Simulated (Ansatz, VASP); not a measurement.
**Two plane-wave programs on ZrC**

```xyz
2
Lattice="0.0000 2.1622 2.4442 2.1622 0.0000 2.4442 2.1622 2.1622 0.0000" Properties=species:S:1:pos:R:3 pbc="T T T"
Zr    2.1622    2.1622    2.4442
C     0.0000    0.0000    0.0000
```

Change from the starting cell: strain -0.080 along x and y, +0.040 along z, atoms carried along.

Alike in both runs: task single point; functional PBE; k mesh 18 × 18 × 18; occupations gaussian, width 0.15 eV; no spin polarisation.

|  | VASP | Ansatz |
| --- | --- | --- |
| version | VASP 6.6.1 | Ansatz 0.2.0 |
| potentials or method | VASP PAW PBE potentials, release 64 (Zr_sv, C), cutoff 520 eV | scalar-relativistic, plane waves, PAW |
| valence electrons in the cell | 16 | 16 |

```tsv
	VASP	Ansatz	Ansatz less VASP
gap on the k mesh at the Fermi level (eV)	none	none	-
pressure (GPa)	46.7	46.4	-0.30
traceless stress, the component that is largest in VASP (GPa)	-45.85	-45.69	+0.160
```

A gap of «none» marks a metal or a gap that the smearing closes. Both programs put the cell under a high pressure, so it lies far from rest at this level. With one functional, cell and mesh, what is left measures potentials, basis and numerics.
